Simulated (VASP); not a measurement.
# LiBe (Pm-3m) in VASP: vibrations by perturbation theory with PBEsol

Aim: the vibrations by perturbation theory of LiBe with PBEsol.

Program: VASP 6.6.1. These are calculated values, not measurements. Logs are shortened: lines on timing, memory, paths and dates and some standing lists are left out, and cuts for length are marked.

**1. The cell of the first run**

The structure is cubic, space group Pm-3m (No. 221). Conventional cell: a = 2.811 Å, b = 2.811 Å, c = 2.811 Å, α = 90.00°, β = 90.00°, γ = 90.00°. Li (site symmetry m-3m) has 8 Be at 2.43 Å and 6 Li at 2.81 Å within 3.2 Å. Within 3.2 Å of Be (site symmetry m-3m) lie 8 Li at 2.43 Å and 6 Be at 2.81 Å.

**2. Vibrations by perturbation theory, PBEsol**

INCAR

```
SYSTEM = LiBe
  PREC = Accurate
  ENCUT = 520
  EDIFF = 1E-8
  ISMEAR = -1
  SIGMA = 0.1
  LREAL = .FALSE.
  LASPH = .TRUE.
  NELM = 100
  ALGO = Normal
  ISIF = 2
  LWAVE = .FALSE.
  LCHARG = .TRUE.
  GGA = PS
  NBANDS = 10
  IBRION = 8
  NSW = 1
```

KPOINTS

```
Automatic mesh
0
G
  5 5 5
  0 0 0
```

POSCAR

```
LiBe
1.0
    2.8111500000      0.0000000000      0.0000000000
    0.0000000000      2.8111500000      0.0000000000
    0.0000000000      0.0000000000      2.8111500000
Li Be
1 1
Direct
    0.0000000000      0.0000000000      0.0000000000
    0.5000000000      0.5000000000      0.5000000000
```

Potentials or basis: VASP PAW PBE potentials, release 64 (Li_sv, Be).

The run is started by

```
cat potpaw_PBE.64/Li_sv/POTCAR potpaw_PBE.64/Be/POTCAR > POTCAR
mpirun -np 1 vasp_std > vasp.out
```

OUTCAR:

```text
SYSTEM = LiBe
   PREC = Accurate
   ENCUT = 520
   EDIFF = 1E-8
   ISMEAR = -1
   LREAL = .FALSE.
   LASPH = .TRUE.
   NELM = 100
   ISIF = 2
   GGA = PS
   IBRION = 8
   NSW = 1

 ion  position               nearest neighbor table
   1  0.000  0.000  0.000-   2 2.43   2 2.43   2 2.43   2 2.43   2 2.43   2 2.43   2 2.43   2 2.43

   2  0.500  0.500  0.500-   1 2.43   1 2.43   1 2.43   1 2.43   1 2.43   1 2.43   1 2.43   1 2.43

  LATTYP: Found a simple cubic cell.
 ALAT       =     2.8111500000

  Lattice vectors:

 A1 = (   2.8111500000,   0.0000000000,   0.0000000000)
 A2 = (   0.0000000000,   2.8111500000,   0.0000000000)
 A3 = (   0.0000000000,   0.0000000000,   2.8111500000)

Analysis of symmetry for initial positions (statically):
=====================================================================
 Subroutine PRICEL returns:
 Original cell was already a primitive cell.

 Routine SETGRP: Setting up the symmetry group for a
 simple cubic supercell.

 Subroutine GETGRP returns: Found 48 space group operations
 (whereof 48 operations were pure point group operations)
 out of a pool of 48 trial point group operations.

The static configuration has the point symmetry O_h .

Analysis of symmetry for dynamics (positions and initial velocities):
=====================================================================
 Subroutine PRICEL returns:
 Original cell was already a primitive cell.

 Routine SETGRP: Setting up the symmetry group for a
 simple cubic supercell.

 Subroutine GETGRP returns: Found 48 space group operations
 (whereof 48 operations were pure point group operations)
 out of a pool of 48 trial point group operations.

The dynamic configuration has the point symmetry O_h .

 Subroutine INISYM returns: Found 48 space group operations
 (whereof 48 operations are pure point group operations),
 and found     1 'primitive' translations

----------------------------------------------------------------------------------------

                                     Primitive cell

  volume of cell :      22.2153

  direct lattice vectors                    reciprocal lattice vectors
     2.811150000  0.000000000  0.000000000     0.355726304  0.000000000  0.000000000
     0.000000000  2.811150000  0.000000000     0.000000000  0.355726304  0.000000000
     0.000000000  0.000000000  2.811150000     0.000000000  0.000000000  0.355726304

  length of vectors
     2.811150000  2.811150000  2.811150000     0.355726304  0.355726304  0.355726304

  position of ions in fractional coordinates (direct lattice)
     0.000000000  0.000000000  0.000000000
     0.500000000  0.500000000  0.500000000

  ion indices of the primitive-cell ions
   primitive index   ion index
                 1           1
                 2           2

----------------------------------------------------------------------------------------

 KPOINTS: Automatic mesh

Automatic generation of k-mesh.
 Grid dimensions read from file:
 generate k-points for:    5    5    5

 Generating k-lattice:

  Cartesian coordinates                     Fractional coordinates (reciprocal lattice)
     0.071145261  0.000000000  0.000000000     0.200000000  0.000000000  0.000000000
     0.000000000  0.071145261  0.000000000     0.000000000  0.200000000  0.000000000
     0.000000000  0.000000000  0.071145261     0.000000000  0.000000000  0.200000000

  Length of vectors
     0.071145261  0.071145261  0.071145261

  Shift w.r.t. Gamma in fractional coordinates (k-lattice)
     0.000000000  0.000000000  0.000000000

 Subroutine IBZKPT returns following result:
[... 65 lines left out ...]
 non-spin polarized calculation
  energy-cutoff  :      520.00
  volume of cell :       22.22
 maximum number of plane-waves:       619
 NGX is ok and might be reduce to    24
   NGX = 11   NGY = 11   NGZ = 11

--------------------------------------- Ionic step        1  -------------------------------------------

 number of electron       5.0000006 magnetization

 Free energy of the ion-electron system (eV)
  ---------------------------------------------------
  ext. energy  EPLUGINS =         0.00000000
  ---------------------------------------------------
  free energy    TOTEN  =        -5.19325742 eV

  energy without entropy =       -5.16112253  energy(sigma->0) =       -5.17718998

 E-fermi :   2.6751     XC(G=0):  -9.1531

 val. band max:        2.3987911859   @ k =   0.4000   0.2000   0.2000
 cond. band min:       2.7178053248   @ k =   0.4000   0.4000   0.4000
 fundamental gap:      0.3190141389
 Fermi energy:         2.6750605222

 k-point     1 :       0.0000    0.0000    0.0000
  band No.  band energies     occupation
      1     -41.1176      2.00000
      2      -3.5978      2.00000
      3       9.0670      0.00000
      4       9.0670      0.00000
      5       9.0670      0.00000
      6      13.6001      0.00000
      7      13.6001      0.00000
      8      21.6384      0.00000
      9      22.5486      0.00000
     10      22.5486      0.00000
[... 105 lines left out ...]
 k-point    10 :       0.4000    0.4000    0.4000
  band No.  band energies     occupation
      1     -41.0642      2.00000
      2       2.7178      0.78947
      3       4.8652      0.00000
      4       4.8652      0.00000
      5       9.3291      0.00000
      6       9.3713      0.00000
      7       9.3713      0.00000
      8      11.7122      0.00000
      9      18.9225      0.00000
     10      31.4160      0.00000

------------------------ aborting loop because EDIFF is reached ----------------------------------------

  FORCE on cell =-STRESS in cart. coord.  units (eV):
  Direction    XX          YY          ZZ          XY          YZ          ZX
  --------------------------------------------------------------------------------------
  -------------------------------------------------------------------------------------
  Total        0.0464284      0.0464284      0.0464284      0.0000000     -0.0000000     -0.0000000
  in kB        3.3484394      3.3484394      3.3484394      0.0000000     -0.0000000     -0.0000000
  external PRESSURE =       3.3484394 kB  Pullay stress =       0.0000000 kB

 VOLUME and BASIS-vectors are now :
 -----------------------------------------------------------------------------
  energy-cutoff  :      520.00
  volume of cell :       22.22
      direct lattice vectors                 reciprocal lattice vectors
     2.811150000  0.000000000  0.000000000     0.355726304  0.000000000  0.000000000
     0.000000000  2.811150000  0.000000000     0.000000000  0.355726304  0.000000000
     0.000000000  0.000000000  2.811150000     0.000000000  0.000000000  0.355726304

 POSITION                                       TOTAL-FORCE (eV/Angst)
 -----------------------------------------------------------------------------------
      0.00000      0.00000      0.00000         0.000000      0.000000      0.000000
      1.40558      1.40558      1.40558         0.000000      0.000000      0.000000
 -----------------------------------------------------------------------------------
    total drift:                                0.000000      0.000000      0.000000

  FREE ENERGIE OF THE ION-ELECTRON SYSTEM (eV)
  ---------------------------------------------------
  free  energy   TOTEN  =        -5.1932574229 eV

  energy  without entropy=       -5.1611225276  energy(sigma->0) =       -5.17718998

[... ionic steps 2 to 3 ...]

--------------------------------------- Ionic step        4  -------------------------------------------

------------------------ aborting loop because EDIFF is reached ----------------------------------------

[... ionic steps 5 to 6 ...]

--------------------------------------- Ionic step        7  -------------------------------------------

 Free energy of the ion-electron system (eV)
  ---------------------------------------------------
  ---------------------------------------------------
  free energy    TOTEN  =        -0.00628611 eV

  energy without entropy =       -0.00628611

------------------------ aborting loop because EDIFF is reached ----------------------------------------

 INTERNAL STRAIN TENSOR  FOR ION    2  DIRECTION 1   (eV/Angst):
 -----------------------------------------------------------------------------
    -0.00859 -0.00000 -0.00000
     0.00000  0.00461  0.00000
     0.00000  0.00000  0.00461

 INTERNAL STRAIN TENSOR FOR ION    2 for displacements in x,y,z  (eV/Angst):
          X           Y           Z          XY          YZ          ZX
  --------------------------------------------------------------------------------
  x     0.00000     0.00000     0.00000     0.00000     0.00000     0.00000
  y     0.00000     0.00000     0.00000     0.00000     0.00000     0.00000
  z     0.00000     0.00000     0.00000     0.00000     0.00000     0.00000

 SECOND DERIVATIVES (NOT SYMMETRIZED)
 ------------------------------------
               1X          1Y          1Z          2X          2Y          2Z
  1X    -4.513491    0.000000    0.000000    4.513491   -0.000000   -0.000000
  1Y     0.000000   -4.513491    0.000000   -0.000000    4.513491   -0.000000
  1Z     0.000000    0.000000   -4.513491   -0.000000   -0.000000    4.513491
  2X     4.491373   -0.000000    0.000000   -4.491373    0.000000    0.000000
  2Y    -0.000000    4.491373   -0.000000    0.000000   -4.491373    0.000000
  2Z     0.000000    0.000000    4.491373   -0.000000   -0.000000   -4.491373

 Eigenvectors and eigenvalues of the dynamical matrix
 ----------------------------------------------------

   1 f  =   16.707809 THz   104.978261 2PiTHz  557.312526 cm-1    69.097916 meV
             X         Y         Z           dx          dy          dz
      0.000000  0.000000  0.000000    -0.750808    0.000000    0.000000
      1.405575  1.405575  1.405575     0.660521    0.000000    0.000000
[... 21 lines left out ...]
   6 f/i=    0.020352 THz     0.127875 2PiTHz    0.678868 cm-1     0.084169 meV
             X         Y         Z           dx          dy          dz
      0.000000  0.000000  0.000000     0.000000    0.000000   -0.660521
      1.405575  1.405575  1.405575     0.000000    0.000000   -0.750808

--------------------------------------------------------------------------------------------------------

 ELASTIC MODULI CONTR FROM IONIC RELAXATION (kBar)
 Direction    XX          YY          ZZ          XY          YZ          ZX
 --------------------------------------------------------------------------------
 XX           0.0000      0.0000      0.0000      0.0000      0.0000      0.0000
 YY           0.0000      0.0000      0.0000      0.0000      0.0000      0.0000
 ZZ           0.0000      0.0000      0.0000      0.0000      0.0000      0.0000
 XY           0.0000      0.0000      0.0000      0.0000      0.0000      0.0000
 YZ           0.0000      0.0000      0.0000      0.0000      0.0000      0.0000
 ZX           0.0000      0.0000      0.0000      0.0000      0.0000      0.0000
 --------------------------------------------------------------------------------
```

Run time: 34 s. Hardware: 1 thread of Intel Xeon Platinum 8259CL at 2.50GHz (Skylake/Cascade Lake), shared host; peak memory 0.14 GiB.

What came out:

- Highest phonon frequency at Γ, LO-TO splitting left out: 557 cm⁻¹

Phonon frequencies in cm⁻¹ (negative: imaginary):
```tsv
q point	frequencies
(0.000, 0.000, 0.000)	-1 -1 -1 557 557 557
```

Caveat: the k points lie up to 0.45 Å⁻¹ apart; the cutoff is under 1.25 times the usual one of these potentials, so pressure, stress and relaxed cells hold a basis-set (Pulay) error; the PAW data sets were made with another functional, which shifts forces and pressure a little.
